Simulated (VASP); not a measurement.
KBr, 2 atoms in the cell. The structure is cubic, space group Fm-3m (No. 225). Conventional cell: a = 6.687 Å, b = 6.687 Å, c = 6.687 Å, α = 90.00°, β = 90.00°, γ = 90.00°. Br (site symmetry m-3m) has 6 K at 3.34 Å within 4.4 Å. K (site symmetry m-3m) has 6 Br at 3.34 Å within 4.4 Å. 

```yaml
Program: VASP 6.6.1
Task: single point
Functional: r2SCAN
Dispersion: D3(BJ)
Potentials_or_basis: VASP PAW PBE potentials, release 64 (Br, K_sv)
Cutoff: 520 eV
k_mesh: 7 × 7 × 7
Occupations: fermi-dirac, width 0.05 eV
Spin: no spin polarisation
Dipole_correction: no
Further_INCAR_settings: ALGO = Normal; EDIFF = 1e-06; NBANDS = 15
```

Potentials or basis: VASP PAW PBE potentials, release 64 (Br, K_sv).

Run with:

```sh
$ cat potpaw_PBE.64/Br/POTCAR potpaw_PBE.64/K_sv/POTCAR > POTCAR
$ cp INCAR.step1 INCAR
$ mpirun -np 1 vasp_std > vasp.out
$ cp INCAR.step2 INCAR
$ mpirun -np 1 vasp_std > vasp.out
```

Hardware: 1 thread of Intel(R) Xeon(R) 6975P-C (Granite Rapids) (shared host).

Q: Estimate the wall time of this run.

A: Run time: 41 s on 1 thread of Intel(R) Xeon(R) 6975P-C (Granite Rapids), with other jobs on the host, peak memory 0.22 GiB. Counts: k points 20.
